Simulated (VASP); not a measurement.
# Mn (I4_1/amd) in VASP: notebook

Aim: see how the results for Mn move with the level of theory and the settings. Levels: LDA, PBE. Tasks: single point.

Everything below comes from runs of VASP 6.6.1. Logs are shortened: lines on timing, memory, paths and dates and some standing lists are left out, and cuts for length are marked.

## Step 1: The cell of the first run

The structure is tetragonal, space group I4_1/amd (No. 141). Conventional cell: a = 4.400 Å, b = 4.400 Å, c = 2.466 Å, α = 90.00°, β = 90.00°, γ = 90.00°. Within 3.0 Å of Mn (site symmetry -4m2) lie 10 Mn at 2.28 to 2.87 Å.

## Step 2: Single point, LDA, collinear spin, antiferromagnetic start

Input file INCAR:

```
  PREC = Accurate
  ENCUT = 520
  EDIFF = 1E-6
  ISMEAR = 1
  SIGMA = 0.36
  LREAL = False
  LASPH = True
  NELM = 150
  ALGO = Normal
  ISIF = 2
  LWAVE = False
  LCHARG = False
  ISPIN = 2
  MAGMOM = -1.72 1.72
  LORBIT = 11
  LMAXMIX = 4
  GGA = CA
  NBANDS = 24
```

Input file KPOINTS:

```
regular mesh
0
Gamma
  4 4 4
```

Input file POSCAR:

```
Mn
1.0
   -2.2001468975      2.2001468975      1.2332440300
    2.2001468975     -2.2001468975      1.2332440300
    2.2001468975      2.2001468975     -1.2332440300
Mn
2
Direct
    0.7500000000      0.2500000000      0.5000000000
    0.0000000000      0.0000000000      0.0000000000
```

Potentials or basis: VASP PAW LDA potentials, release 64 (Mn_pv).

Command:

```sh
> cat potpaw_LDA.64/Mn_pv/POTCAR > POTCAR
> mpirun -np 1 vasp_std > vasp.out
```

OUTCAR:

```text
PREC = Accurate
   ENCUT = 520
   EDIFF = 1E-6
   ISMEAR = 1
   LREAL = False
   LASPH = True
   NELM = 150
   ISIF = 2
   ISPIN = 2
   LORBIT = 11
   GGA = CA

 ion  position               nearest neighbor table
   1  0.750  0.250  0.500-   2 2.28   2 2.28   2 2.28   2 2.28   2 2.87   2 2.87   2 2.87   2 2.87

   2  0.000  0.000  0.000-   1 2.28   1 2.28   1 2.28   1 2.28   1 2.87   1 2.87   1 2.87   1 2.87

  LATTYP: Found a body centered tetragonal cell.
 ALAT       =     4.4002937950
 C/A-ratio  =     0.5605280408

  Lattice vectors:

 A1 = (  -2.2001468975,   2.2001468975,   1.2332440300)
 A2 = (   2.2001468975,  -2.2001468975,   1.2332440300)
 A3 = (   2.2001468975,   2.2001468975,  -1.2332440300)

Analysis of symmetry for initial positions (statically):
=====================================================================
 Subroutine PRICEL returns:
 Original cell was already a primitive cell.

 Routine SETGRP: Setting up the symmetry group for a
 body centered tetragonal supercell.

 Subroutine GETGRP returns: Found 16 space group operations
 (whereof  8 operations were pure point group operations)
 out of a pool of 16 trial point group operations.

The static configuration has the point symmetry D_2d.
 The point group associated with its full space group is D_4h.

Analysis of symmetry for dynamics (positions and initial velocities):
=====================================================================
 Subroutine PRICEL returns:
 Original cell was already a primitive cell.

 Routine SETGRP: Setting up the symmetry group for a
 body centered tetragonal supercell.

 Subroutine GETGRP returns: Found 16 space group operations
 (whereof  8 operations were pure point group operations)
 out of a pool of 16 trial point group operations.

The dynamic configuration has the point symmetry D_2d.
 The point group associated with its full space group is D_4h.

Analysis of structural, dynamic, and magnetic symmetry:
=====================================================================
 Subroutine PRICEL returns:
 Original cell was already a primitive cell.

 Routine SETGRP: Setting up the symmetry group for a
 body centered tetragonal supercell.

 Subroutine GETGRP returns: Found 16 space group operations
 (whereof  8 operations were pure point group operations)
 out of a pool of 16 trial point group operations.

The overall configuration has the point symmetry D_2d.
 The point group associated with its full space group is D_4h.

 Subroutine INISYM returns: Found 16 space group operations
 (whereof  8 operations are pure point group operations),
 and found     1 'primitive' translations

----------------------------------------------------------------------------------------

                                     Primitive cell

  volume of cell :      23.8788

  direct lattice vectors                    reciprocal lattice vectors
    -2.200146897  2.200146897  1.233244030     0.000000000  0.227257553  0.405434762
     2.200146897 -2.200146897  1.233244030     0.227257553  0.000000000  0.405434762
     2.200146897  2.200146897 -1.233244030     0.227257553  0.227257553  0.000000000

  length of vectors
     3.346966325  3.346966325  3.346966325     0.464783113  0.464783113  0.321390713

  position of ions in fractional coordinates (direct lattice)
     0.750000000  0.250000000  0.500000000
     0.000000000  0.000000000  0.000000000

  ion indices of the primitive-cell ions
   primitive index   ion index
                 1           1
                 2           2

----------------------------------------------------------------------------------------

 KPOINTS: regular mesh

Automatic generation of k-mesh.
 Grid dimensions read from file:
 generate k-points for:    4    4    4

 Generating k-lattice:

  Cartesian coordinates                     Fractional coordinates (reciprocal lattice)
     0.000000000  0.056814388  0.101358691     0.250000000  0.000000000  0.000000000
     0.056814388  0.000000000  0.101358691     0.000000000  0.250000000  0.000000000
[... 46 lines left out ...]
 Methfessel and Paxton  Order N= 1 SIGMA  =   0.36
  energy-cutoff  :      520.00
  volume of cell :       23.88
 maximum number of plane-waves:       658
 NGX is ok and might be reduce to    28
   NGX = 13   NGY = 13   NGZ = 13

 number of electron      26.0000013 magnetization       0.0000000

 number of electron      26.0000012 magnetization      -0.0000000

 Free energy of the ion-electron system (eV)
  ---------------------------------------------------
  ext. energy  EPLUGINS =         0.00000000
  ---------------------------------------------------
  free energy    TOTEN  =       -18.77532596 eV

  energy without entropy =      -18.76568703  energy(sigma->0) =      -18.77211299

 E-fermi :   9.1429     XC(G=0): -13.6482

 val. band max:        9.1375480687   @ k =  -0.2500  -0.2500   0.2500
 cond. band min:       9.1580848741   @ k =   0.2500   0.0000   0.0000
 fundamental gap:      0.0205368054
 Fermi energy:         9.1428706936

 spin component 1

 k-point     1 :       0.0000    0.0000    0.0000
  band No.  band energies     occupation
      1     -39.2405      1.00000
      2     -39.2405      1.00000
      3     -38.8090      1.00000
      4     -37.6299      1.00000
      5     -37.6299      1.00000
      6     -37.4458      1.00000
[... 16 lines left out ...]
     23      30.5395      0.00000
     24      34.0044      0.00000
[... 300 lines left out ...]
      1     -39.3164      1.00000
      2     -39.3164      1.00000
      3     -38.8131      1.00000
      4     -37.6016      1.00000
      5     -37.6016      1.00000
      6     -37.4504      1.00000
[... 16 lines left out ...]
     23      35.5833      0.00000
     24      35.5833      0.00000
 Fermi energy:         9.1428706936

 spin component 2

 k-point     1 :       0.0000    0.0000    0.0000
  band No.  band energies     occupation
      1     -39.2405      1.00000
      2     -39.2405      1.00000
      3     -38.8090      1.00000
      4     -37.6299      1.00000
      5     -37.6299      1.00000
      6     -37.4458      1.00000
[... 16 lines left out ...]
     23      30.5395      0.00000
     24      34.0044      0.00000
[... 301 lines left out ...]
      2     -39.3164      1.00000
      3     -38.8131      1.00000
      4     -37.6016      1.00000
      5     -37.6016      1.00000
      6     -37.4504      1.00000
[... 16 lines left out ...]
     23      35.5833      0.00000
     24      35.5833      0.00000

------------------------ aborting loop because EDIFF is reached ----------------------------------------

  FORCE on cell =-STRESS in cart. coord.  units (eV):
  Direction    XX          YY          ZZ          XY          YZ          ZX
  --------------------------------------------------------------------------------------
  -------------------------------------------------------------------------------------
  Total       -2.1870501     -2.1870501     -1.2086090      0.0000000      0.0000000      0.0000000
  in kB     -146.7428459   -146.7428459    -81.0931237      0.0000000      0.0000000      0.0000000
  external PRESSURE =    -124.8596051 kB  Pullay stress =       0.0000000 kB

 VOLUME and BASIS-vectors are now :
 -----------------------------------------------------------------------------
  energy-cutoff  :      520.00
  volume of cell :       23.88
      direct lattice vectors                 reciprocal lattice vectors
    -2.200146897  2.200146897  1.233244030     0.000000000  0.227257553  0.405434762
     2.200146897 -2.200146897  1.233244030     0.227257553  0.000000000  0.405434762
     2.200146897  2.200146897 -1.233244030     0.227257553  0.227257553  0.000000000

 POSITION                                       TOTAL-FORCE (eV/Angst)
 -----------------------------------------------------------------------------------
      0.00000      2.20015      0.61662        -0.000000     -0.000000     -0.000000
      0.00000      0.00000      0.00000         0.000000      0.000000      0.000000
 -----------------------------------------------------------------------------------
    total drift:                               -0.000000      0.000000      0.000000

  FREE ENERGIE OF THE ION-ELECTRON SYSTEM (eV)
  ---------------------------------------------------
  free  energy   TOTEN  =       -18.7753259638 eV

  energy  without entropy=      -18.7656870276  energy(sigma->0) =      -18.77211299

 total charge

# of ion       s       p       d       tot
------------------------------------------
    1        0.414   6.335   5.191  11.940
    2        0.414   6.335   5.191  11.940
--------------------------------------------------
tot          0.828  12.670  10.381  23.880

 magnetization (x)

# of ion       s       p       d       tot
------------------------------------------
    1       -0.021  -0.007  -1.428  -1.456
    2        0.021   0.007   1.428   1.456
--------------------------------------------------
tot          0.000   0.000   0.000   0.000
```

Run time: 26 s. Hardware: 1 thread of Intel Xeon 6975P-C, shared host; peak memory 0.15 GiB.

Results:

```
Free energy                                           : -18.7753 eV
Pressure                                              : -12.5 GPa
Band gap on the k mesh                                : zero (filled and empty bands overlap)
Net moment                                            : 0.00 μB per cell
Site moments                                          : Mn -1.46, +1.46 μB
Valence electrons inside the program's atomic spheres : Mn 11.94
```

Caveat: the k points lie up to 0.73 Å⁻¹ apart.

## Step 3: Single point, PBE, collinear spin, ferromagnetic start

Input file INCAR:

```
SYSTEM = Mn
PREC     = Accurate       ! precision mode
ENCUT    = 520            ! plane-wave cutoff, eV
EDIFF    = 1E-7           ! SCF threshold, eV
ISMEAR   = 0              ! smearing method
SIGMA    = 0.1            ! smearing width, eV
LREAL    = .False.        ! projectors in reciprocal space
LASPH    = .True.         ! aspherical terms in the spheres
NELM     = 150            ! most SCF steps
ALGO     = Normal         ! electronic algorithm
ISIF     = 2              ! what is computed and relaxed
LWAVE    = .False.        ! write WAVECAR
LCHARG   = .True.         ! write CHGCAR
ISPIN    = 2              ! spin polarisation
MAGMOM   = 1.28 1.28      ! initial moments
LORBIT   = 11             ! projections on sites
LMAXMIX  = 4              ! l up to which the mixer works
GGA      = PE             ! functional
LELF     = .True.         ! ELF
LVHAR    = .True.       
NBANDS   = 24             ! bands
```

Input file KPOINTS:

```
Automatic mesh
0
Gamma
  4 4 3
  0 0 0
```

POSCAR is that of step 2.

Potentials or basis: VASP PAW PBE potentials, release 64 (Mn_pv).

Command:

```sh
> cat potpaw_PBE.64/Mn_pv/POTCAR > POTCAR
> mpirun -np 1 vasp_std > vasp.out
```

Wall time 46 s (1 thread of Intel Xeon 6975P-C, shared host); peak memory 0.17 GiB.

It converged, with:

```
Free energy                                           : -16.6673 eV
Pressure                                              : -1.3 GPa
Net moment                                            : 2.16 μB per cell
Site moments                                          : Mn +1.07 μB
Valence electrons inside the program's atomic spheres : Mn 11.93
```

Stress tensor (GPa, compression positive):
```
-3.56  0.00  0.00
 0.00 -3.56  0.00
 0.00  0.00  3.11
```

Levels at points of the mesh, in eV from the Fermi level:
Spin up:
| k point | band 10 | band 11 | band 12 | band 13 | band 14 | band 15 | band 16 | band 17 | band 18 | band 19 |
| --- | --- | --- | --- | --- | --- | --- | --- | --- | --- | --- |
| (0.00, 0.00, 0.00) | -2.70 | -2.15 | -0.25 | -0.25 | -0.19 | -0.19 | 1.15 | 2.24 | 7.20 | 7.20 |
| (0.50, 0.00, 0.00) | -2.48 | -1.34 | -1.08 | -0.63 | 0.01 | 0.99 | 1.11 | 2.63 | 6.08 | 8.83 |
| (0.50, 0.50, 0.00) | -2.72 | -1.80 | -1.80 | -0.44 | -0.44 | 0.51 | 0.51 | 0.88 | 0.88 | 13.77 |
Spin down:
| k point | band 10 | band 11 | band 12 | band 13 | band 14 | band 15 |
| --- | --- | --- | --- | --- | --- | --- |
| (0.00, 0.00, 0.00) | -2.00 | -1.40 | 1.04 | 1.04 | 1.09 | 1.09 |
| (0.50, 0.00, 0.00) | -1.88 | -0.17 | -0.12 | 0.11 | 1.29 | 1.91 |
| (0.50, 0.50, 0.00) | -1.95 | -1.14 | -1.14 | 0.72 | 0.72 | 1.73 |

Caveat: the k points lie up to 0.73 Å⁻¹ apart.

## Step 4: Single point, PBE, collinear spin, ferromagnetic start

Input file INCAR:

```
SYSTEM = Mn
ALGO = Normal
EDIFF = 1E-7
ENCUT = 520
GGA = PE
ISIF = 2
ISMEAR = -1
ISPIN = 2
ISYM = 0
LASPH = .TRUE.
LCHARG = .FALSE.
LMAXMIX = 4
LORBIT = 11
LREAL = .FALSE.
LWAVE = .FALSE.
MAGMOM = 1.28 1.28
NBANDS = 24
NELECT = 25.5
NELM = 150
PREC = Accurate
SIGMA = 0.1
```

Input file KPOINTS:

```
k-points
0
G
  7 1 6
  0 0 0
```

POSCAR is that of step 3.

Command:

```sh
> cat potpaw_PBE.64/Mn_pv/POTCAR > POTCAR
> mpirun -np 1 vasp_std > vasp.out
```

It took 50 s on 1 thread of Intel Xeon 6975P-C, shared host; peak memory 0.18 GiB.

It converged, with:

| Property | Result |
| --- | --- |
| Free energy | -22.7434 eV |
| Largest force | 0.528 eV/Å |
| Net moment | 2.27 μB per cell |
| Site moments | Mn +1.11 μB |
| Valence electrons inside the program's atomic spheres | Mn 11.75 |

Forces on the atoms (eV/Å):
```
Mn   0.383  0.363  0.034
Mn  -0.383 -0.363 -0.034
```

Levels at points of the mesh, in eV from the Fermi level:
Spin up:
| k point | band 12 | band 13 | band 14 | band 15 | band 16 | band 17 |
| --- | --- | --- | --- | --- | --- | --- |
| (0.00, 0.00, 0.00) | -0.33 | -0.27 | -0.24 | -0.18 | 1.15 | 2.06 |
| (0.00, 0.00, 0.50) | -1.82 | -0.40 | -0.34 | 0.38 | 0.44 | 0.92 |
Spin down:
```
           k point  band 10  band 11  band 12  band 13  band 14  band 15
(0.00, 0.00, 0.00)    -1.87    -1.31     1.16     1.17     1.21     1.24
(0.00, 0.00, 0.50)    -1.74    -1.08    -1.05     0.67     0.83     1.81
```

Caveat: the k points lie up to 2.92 Å⁻¹ apart; the cell carries a net charge on a neutralising background, which shifts energy and pressure; the cell is charged against a uniform background, so pressure and absolute levels hang on convention.

## Step 5: Single point, PBE, collinear spin, ferromagnetic start

Input file INCAR:

```
  ALGO = Fast
  EDIFF = 1E-6
  ENCUT = 520
  GGA = PE
  ISIF = 2
  ISMEAR = 0
  ISPIN = 2
  LASPH = T
  LCHARG = F
  LMAXMIX = 4
  LORBIT = 11
  LREAL = F
  LWAVE = F
  MAGMOM = 4 4
  NBANDS = 24
  NELM = 150
  PREC = Accurate
  SIGMA = 0.1
```

Input file KPOINTS:

```
k-points
0
Gamma
  6 6 6
```

POSCAR is that of step 4.

Command:

```sh
> cat potpaw_PBE.64/Mn_pv/POTCAR > POTCAR
> mpirun -np 1 vasp_std > vasp.out
```

Wall time 34 s (1 thread of Intel Xeon 6975P-C, shared host); peak memory 0.18 GiB.

It converged, with:

```
Free energy                                           : -16.6642 eV
Pressure                                              : 1.1 GPa
Net moment                                            : 2.52 μB per cell
Site moments                                          : Mn +1.25 μB
Valence electrons inside the program's atomic spheres : Mn 11.93
```

Stress tensor (GPa, compression positive):
```
-0.22  0.00  0.00
 0.00 -0.22  0.00
 0.00  0.00  3.83
```

Levels at points of the mesh, in eV from the Fermi level:
Spin up:
```
           k point  band 12  band 13  band 14  band 15  band 16  band 17
(0.00, 0.00, 0.00)    -0.45    -0.45    -0.39    -0.39     1.01     2.15
(0.50, 0.00, 0.00)    -1.27    -0.72    -0.12     0.88     0.99     2.54
(0.50, 0.50, 0.00)    -1.91    -0.60    -0.60     0.33     0.33     0.72
(0.50, 0.50, 0.50)    -0.67    -0.61    -0.61    -0.22    -0.22    -0.14
```
Spin down:
```csv
k point,band 8,band 9,band 10,band 11,band 12,band 13,band 14,band 15,band 16,band 17
"(0.00, 0.00, 0.00)",-4.02,-2.67,-2.12,-1.52,1.12,1.12,1.17,1.17,2.65,2.94
"(0.50, 0.00, 0.00)",-3.29,-2.28,-1.87,-0.23,-0.05,0.17,1.37,1.88,1.95,3.33
"(0.50, 0.50, 0.00)",-4.43,-2.03,-2.03,-1.11,-1.11,0.79,0.79,1.80,1.80,2.10
"(0.50, 0.50, 0.50)",-3.51,-1.59,-1.59,-0.44,-0.44,0.84,0.84,1.39,1.39,1.46
```

Caveat: the k points lie up to 0.49 Å⁻¹ apart; the moment fell far below its start of 4 μB, so a state of higher moment may lie lower in energy.

## Step 6: Single point, PBE, collinear spin, ferromagnetic start

Input file INCAR:

```
ALGO = Normal
EDIFF = 1E-7
ENCUT = 520
GGA = PE
ISIF = 2
ISMEAR = -1
ISPIN = 2
LASPH = T
LCHARG = F
LMAXMIX = 4
LORBIT = 11
LREAL = F
LWAVE = F
MAGMOM = 1.28 1.28
NBANDS = 24
NELM = 150
PREC = Accurate
SIGMA = 0.051703999572871064
```

KPOINTS is that of step 5.

POSCAR is that of step 5.

Potentials or basis: VASP PAW PBE potentials, release 64 (Mn_pv).

Command:

```sh
> cat potpaw_PBE.64/Mn_pv/POTCAR > POTCAR
> mpirun -np 1 vasp_std > vasp.out
```

It took 64 s on 1 thread of Intel Xeon 6975P-C, shared host; peak memory 0.18 GiB.

It converged, with:

* Free energy: -16.6712 eV
* Pressure: 0.9 GPa
* Net moment: 2.47 μB per cell
* Site moments: Mn +1.22 μB
* Valence electrons inside the program's atomic spheres: Mn 11.93

Stress tensor (GPa, compression positive):
```
-0.46  0.00  0.00
 0.00 -0.46  0.00
 0.00  0.00  3.61
```

Levels at points of the mesh, in eV from the Fermi level:
Spin up:
| k point | band 12 | band 13 | band 14 | band 15 | band 16 | band 17 |
| --- | --- | --- | --- | --- | --- | --- |
| (0.00, 0.00, 0.00) | -0.43 | -0.43 | -0.38 | -0.38 | 1.03 | 2.16 |
| (0.50, 0.00, 0.00) | -1.25 | -0.72 | -0.11 | 0.90 | 1.00 | 2.55 |
| (0.50, 0.50, 0.00) | -1.90 | -0.58 | -0.58 | 0.34 | 0.34 | 0.74 |
| (0.50, 0.50, 0.50) | -0.65 | -0.61 | -0.61 | -0.20 | -0.20 | -0.13 |
Spin down:
```tsv
k point	band 9	band 10	band 11	band 12	band 13	band 14	band 15	band 16
(0.00, 0.00, 0.00)	-2.68	-2.13	-1.53	1.11	1.11	1.16	1.16	2.62
(0.50, 0.00, 0.00)	-2.29	-1.88	-0.24	-0.06	0.16	1.35	1.87	1.94
(0.50, 0.50, 0.00)	-2.04	-2.04	-1.12	-1.12	0.77	0.77	1.79	1.79
(0.50, 0.50, 0.50)	-1.60	-1.60	-0.44	-0.44	0.82	0.82	1.38	1.38
```

Caveat: the k points lie up to 0.49 Å⁻¹ apart.

## Step 7: The runs side by side

```tsv
level	potentials or basis	spin	k mesh	smearing	gap on the mesh (eV)	pressure (GPa)	moment (μB)
LDA	VASP PAW LDA potentials, release 64 (Mn_pv)	collinear, antiferromagnetic start	4 × 4 × 4	methfessel-paxton 0.36 eV	none	-12.5	0.00
PBE	VASP PAW PBE potentials, release 64 (Mn_pv)	collinear, ferromagnetic start	4 × 4 × 3	gaussian 0.1 eV	none	-1.3	2.16
PBE	VASP PAW PBE potentials, release 64 (Mn_pv)	collinear, ferromagnetic start	6 × 6 × 6	gaussian 0.1 eV	none	1.1	2.52
PBE	VASP PAW PBE potentials, release 64 (Mn_pv)	collinear, ferromagnetic start	6 × 6 × 6	fermi-dirac 0.051704 eV	none	0.9	2.47
```

Alike in all rows: task single point; cell as given; cutoff (eV) 520.

Caveats: all runs use coarse meshes; the moment fell far below its start of 4 μB, so a state of higher moment may lie lower in energy (some runs).

Absolute energies hang on the potentials; compare differences alone.
